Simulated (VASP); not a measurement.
# Zr3N2 (R-3c) in VASP: notebook, part 2 of 2

VASP 6.6.1. The steps go on from the part before.

## 3. Single point, PBEsol

Input file INCAR:

```
SYSTEM = Zr3N2
PREC     = Accurate       ! precision mode
ENCUT    = 520            ! plane-wave cutoff, eV
EDIFF    = 1E-6           ! SCF threshold, eV
ISMEAR   = 0              ! smearing method
SIGMA    = 0.15           ! smearing width, eV
LREAL    = .FALSE.        ! projectors in reciprocal space
LASPH    = .TRUE.         ! aspherical terms in the spheres
NELM     = 100            ! most SCF steps
ALGO     = Normal         ! electronic algorithm
ISIF     = 2              ! what is computed and relaxed
LWAVE    = .FALSE.        ! write WAVECAR
LCHARG   = .TRUE.         ! write CHGCAR
GGA      = PS             ! functional
LELF     = .TRUE.         ! ELF
LVHAR    = .TRUE.       
NBANDS   = 57             ! bands
```

Input file KPOINTS:

```
Automatic mesh
0
G
  9 9 9
  0 0 0
```

Input file POSCAR:

```
Zr3N2
1.0
    2.7996832964      1.6163979048      5.1927419153
   -2.7996832964      1.6163979048      5.1927419153
    0.0000000000     -3.2327958097      5.1927419153
Zr N
6 4
Direct
    0.4249861100      0.0750138900      0.7500000000
    0.0750138900      0.7500000000      0.4249861100
    0.7500000000      0.4249861100      0.0750138900
    0.2500000000      0.5750138900      0.9249861100
    0.9249861100      0.2500000000      0.5750138900
    0.5750138900      0.9249861100      0.2500000000
    0.3386545828      0.3386545828      0.3386545828
    0.1613454172      0.1613454172      0.1613454172
    0.8386545828      0.8386545828      0.8386545828
    0.6613454172      0.6613454172      0.6613454172
```

Potentials or basis: VASP PAW PBE potentials, release 64 (Zr_sv, N).

The run is started by

```sh
cat potpaw_PBE.64/Zr_sv/POTCAR potpaw_PBE.64/N/POTCAR > POTCAR
mpirun -np 1 vasp_std > vasp.out
```

OUTCAR:

```text
SYSTEM = Zr3N2
   PREC = Accurate
   ENCUT = 520
   EDIFF = 1E-6
   ISMEAR = 0
   LREAL = .FALSE.
   LASPH = .TRUE.
   NELM = 100
   ISIF = 2
   GGA = PS

 ion  position               nearest neighbor table
   1  0.425  0.075  0.750-   7 2.25   8 2.25   9 2.28  10 2.28   2 3.15   3 3.15   6 3.17   6 3.17
                             5 3.21   4 3.21   4 3.21   5 3.21   3 3.27   2 3.27   3 3.27   2 3.27
   2  0.075  0.750  0.425-   7 2.25   8 2.25  10 2.28   9 2.28   1 3.15   3 3.15   5 3.17   5 3.17
                             6 3.21   6 3.21   4 3.21   4 3.21   1 3.27   3 3.27   3 3.27   1 3.27
[... 1673 lines left out ...]
  external PRESSURE =       3.1733524 kB  Pullay stress =       0.0000000 kB

 VOLUME and BASIS-vectors are now :
 -----------------------------------------------------------------------------
  energy-cutoff  :      520.00
  volume of cell :      141.00
      direct lattice vectors                 reciprocal lattice vectors
     2.799683296  1.616397905  5.192741915     0.178591629  0.103109925  0.064192163
    -2.799683296  1.616397905  5.192741915    -0.178591629  0.103109925  0.064192163
     0.000000000 -3.232795810  5.192741915     0.000000000 -0.206219850  0.064192163

 POSITION                                       TOTAL-FORCE (eV/Angst)
 -----------------------------------------------------------------------------------
      0.97981     -1.61640      6.49093        -0.010497      0.000000     -0.000000
     -1.88975     -0.04034      6.49093         0.005249      0.009091     -0.000000
      0.90994      1.65674      6.49093         0.005249     -0.009091     -0.000000
     -0.90994     -1.65674      9.08730        -0.005249      0.009091     -0.000000
      1.88975      0.04034      9.08730        -0.005249     -0.009091     -0.000000
     -0.97981      1.61640      9.08730         0.010497     -0.000000     -0.000000
      0.00000     -0.00000      5.27564        -0.000000     -0.000000      0.001044
      0.00000     -0.00000      2.51348        -0.000000      0.000000     -0.001044
      0.00000     -0.00000     13.06475        -0.000000     -0.000000      0.001044
      0.00000     -0.00000     10.30259        -0.000000      0.000000     -0.001044
 -----------------------------------------------------------------------------------
    total drift:                               -0.000000      0.000000      0.000000

  FREE ENERGIE OF THE ION-ELECTRON SYSTEM (eV)
  ---------------------------------------------------
  free  energy   TOTEN  =      -104.7724815602 eV

  energy  without entropy=     -104.7273042025  energy(sigma->0) =     -104.74989288
```

stdout:

```text
POSCAR found type information on POSCAR ZrN
 POSCAR found :  2 types and      10 ions
 scaLAPACK will be used
 -----------------------------------------------------------------------------
|                                                                             |
|                                                                             |
|     You enforced a specific xc type in the INCAR file but a different       |
|     I HOPE YOU KNOW WHAT YOU ARE DOING!                                     |
|                                                                             |
 -----------------------------------------------------------------------------

 LDA part: xc-table for (Slater+PW92), standard interpolation
 POSCAR, INCAR and KPOINTS ok, starting setup
 FFT: planning ... GRIDC
 FFT: planning ... GRID_SOFT
 FFT: planning ... GRID
 WAVECAR not read
 entering main loop
```

It took 14 min on 1 thread of Intel Xeon Platinum 8259CL at 2.50GHz (Skylake/Cascade Lake), shared host; peak memory 0.64 GiB.

What came out:

- Free energy: -104.7725 eV
- Pressure: 0.3 GPa
- Largest force: 0.010 eV/Å
- Band gap on the k mesh: zero (band 46 reaches 10.65 eV, above the bottom of band 47 at 10.04 eV)

Forces on the atoms (eV/Å):
```
Zr  -0.010  0.000  0.000
Zr   0.005  0.009  0.000
Zr   0.005 -0.009  0.000
Zr  -0.005  0.009  0.000
Zr  -0.005 -0.009  0.000
Zr   0.010  0.000  0.000
N    0.000  0.000  0.001
N    0.000  0.000 -0.001
N    0.000  0.000  0.001
N    0.000  0.000 -0.001
```

Caveat: the PAW data sets were made with another functional, which shifts forces and pressure a little.

## 4. Single point, PBEsol

This run uses another cell than the first one, of 14.48 Å³/atom, 1.027 times its volume.

Input file INCAR:

```
SYSTEM = Zr3N2
ALGO = Normal
EDIFF = 1E-6
ENCUT = 520
GGA = PS
ISIF = 2
ISMEAR = 0
LASPH = .TRUE.
LCHARG = .TRUE.
LELF = .TRUE.
LREAL = .FALSE.
LVHAR = .TRUE.
LWAVE = .FALSE.
NBANDS = 57
NELM = 100
PREC = Accurate
SIGMA = 0.1
```

Input file KPOINTS:

```
k-points
0
G
  6 6 6
  0 0 0
```

Input file POSCAR:

```
Zr3N2
1.0
    2.8251241387      1.6310861820      5.2359669055
   -2.8251241387      1.6310861820      5.2359669055
    0.0000000000     -3.2621723640      5.2359669055
Zr N
6 4
Direct
    0.4247981300      0.0752018700      0.7500000000
    0.0752018700      0.7500000000      0.4247981300
    0.7500000000      0.4247981300      0.0752018700
    0.2500000000      0.5752018700      0.9247981300
    0.9247981200      0.2500000000      0.5752018700
    0.5752018700      0.9247981300      0.2500000000
    0.3385208000      0.3385208000      0.3385208000
    0.1614792000      0.1614792000      0.1614792000
    0.8385208000      0.8385208000      0.8385208000
    0.6614792000      0.6614792000      0.6614792000
```

The run is started by

```sh
cat potpaw_PBE.64/Zr_sv/POTCAR potpaw_PBE.64/N/POTCAR > POTCAR
mpirun -np 1 vasp_std > vasp.out
```

It took 5.6 min on 1 thread of Intel Xeon Platinum 8259CL at 2.50GHz (Skylake/Cascade Lake), shared host; peak memory 0.42 GiB.

The run converged. Its results:

* Free energy: -104.6992 eV
* Pressure: -5.1 GPa
* Largest force: 0.100 eV/Å
* Band gap on the k mesh: zero (band 46 reaches 10.18 eV, above the bottom of band 47 at 9.72 eV)

Forces on the atoms (eV/Å):
```
Zr   0.100  0.000  0.000
Zr  -0.050 -0.087  0.000
Zr  -0.050  0.087  0.000
Zr   0.050 -0.087  0.000
Zr   0.050  0.087  0.000
Zr  -0.100  0.000  0.000
N    0.000  0.000  0.025
N    0.000  0.000 -0.025
N    0.000  0.000  0.025
N    0.000  0.000 -0.025
```

Stress tensor (GPa, compression positive):
```
-5.23  0.00  0.00
 0.00 -5.23  0.00
 0.00  0.00 -4.81
```

Levels at points of the mesh, in eV from the Fermi level:
| k point | band 43 | band 44 | band 45 | band 46 | band 47 | band 48 | band 49 | band 50 |
| --- | --- | --- | --- | --- | --- | --- | --- | --- |
| (0.00, 0.00, 0.00) | -0.29 | 0.01 | 0.13 | 0.13 | 0.60 | 0.82 | 0.82 | 0.86 |
| (0.50, 0.00, 0.00) | -1.17 | -1.17 | -0.16 | -0.16 | 0.48 | 0.48 | 1.85 | 1.85 |
| (0.50, 0.50, 0.00) | -0.90 | -0.77 | -0.76 | -0.51 | -0.32 | 1.16 | 1.39 | 1.49 |
| (0.50, 0.50, 0.50) | -0.55 | -0.55 | -0.55 | -0.55 | 0.97 | 0.97 | 1.98 | 1.98 |

Caveat: the PAW data sets were made with another functional, which shifts forces and pressure a little.

## 5. Single point, PBEsol (volume scaled by 0.91, then relaxed in part)

Input file INCAR:

```
  ALGO = Normal
  EDIFF = 1E-6
  ENCUT = 520
  GGA = PS
  ISIF = 2
  ISMEAR = 0
  LASPH = True
  LCHARG = False
  LREAL = False
  LWAVE = False
  NBANDS = 57
  NELM = 60
  PREC = Accurate
  SIGMA = 0.1
```

Input file KPOINTS:

```
k-points
0
Gamma
  12 12 12
```

Input file POSCAR:

```
Zr3N2
1.0
    2.7126911609      1.5661729720      5.0334586412
   -2.7126911609      1.5661729720      5.0334586412
    0.0000000000     -3.1323459439      5.0334586412
Zr N
6 4
Direct
    0.4222059178      0.0777940822      0.7500000000
    0.0777940822      0.7500000000      0.4222059178
    0.7500000000      0.4222059178      0.0777940822
    0.2500000000      0.5777940822      0.9222059178
    0.9222059178      0.2500000000      0.5777940822
    0.5777940822      0.9222059178      0.2500000000
    0.3381198861      0.3381198861      0.3381198861
    0.1618801139      0.1618801139      0.1618801139
    0.8381198861      0.8381198861      0.8381198861
    0.6618801139      0.6618801139      0.6618801139
```

The run is started by

```sh
cat potpaw_PBE.64/Zr_sv/POTCAR potpaw_PBE.64/N/POTCAR > POTCAR
mpirun -np 1 vasp_std > vasp.out
```

Wall time 54 min (1 thread of AMD EPYC 7R13 (Zen 3), shared host); peak memory 0.98 GiB.

The run converged. Its results:

```yaml
Free_energy: -103.8379 eV
Pressure: 24.5 GPa
Largest_force: 0.015 eV/Å
Band_gap_on_the_k_mesh: zero (band 46 reaches 11.94 eV, above the bottom of band 47 at 11.13 eV)
```

Forces on the atoms (eV/Å):
```
Zr  -0.015  0.000  0.000
Zr   0.007  0.013  0.000
Zr   0.007 -0.013  0.000
Zr  -0.007  0.013  0.000
Zr  -0.007 -0.013  0.000
Zr   0.015  0.000  0.000
N    0.000  0.000  0.007
N    0.000  0.000 -0.007
N    0.000  0.000  0.007
N    0.000  0.000 -0.007
```

Levels at points of the mesh, in eV from the Fermi level:
```tsv
k point	band 42	band 43	band 44	band 45	band 46	band 47	band 48	band 49	band 50	band 51
(0.00, 0.00, 0.00)	-0.34	-0.34	0.13	0.16	0.16	0.58	0.84	0.84	0.87	1.36
(0.50, 0.00, 0.00)	-1.64	-1.34	-1.34	-0.18	-0.18	0.54	0.54	2.03	2.03	2.39
(0.50, 0.50, 0.00)	-1.45	-1.08	-0.85	-0.74	-0.61	-0.42	1.32	1.51	1.63	2.55
(0.50, 0.50, 0.50)	-1.14	-0.61	-0.61	-0.61	-0.61	1.03	1.03	2.21	2.21	2.21
```

Caveat: the cell differs from its parent crystal (volume scaled by 0.91, then relaxed in part); the PAW data sets were made with another functional, which shifts forces and pressure a little.

## 6. Summary

| cell | k mesh | smearing | gap on the mesh (eV) | pressure (GPa) | largest force (eV/Å) |
| --- | --- | --- | --- | --- | --- |
| a = 6.117 Å, angles 54.5°, 10 atoms | 9 × 9 × 9 | gaussian 0.1 eV | none | 0.3 | 0.01 |
| a = 6.117 Å, angles 54.5°, 10 atoms | 9 × 9 × 9 | gaussian 0.15 eV | none | 0.3 | 0.01 |
| a = 6.169 Å, angles 54.5°, 10 atoms | 6 × 6 × 6 | gaussian 0.1 eV | none | -5.1 | 0.10 |
| a = 5.929 Å, angles 54.5°, 10 atoms | 12 × 12 × 12 | gaussian 0.1 eV | none | 24.5 | 0.01 |

Alike in all rows: task single point; level PBEsol; potentials or basis VASP PAW PBE potentials, release 64 (Zr_sv, N); no spin polarisation; cutoff (eV) 520.

Caveats: the PAW data sets were made with another functional, which shifts forces and pressure a little.

Total energies depend on the potentials used, so only differences within one code and one set of settings carry meaning.
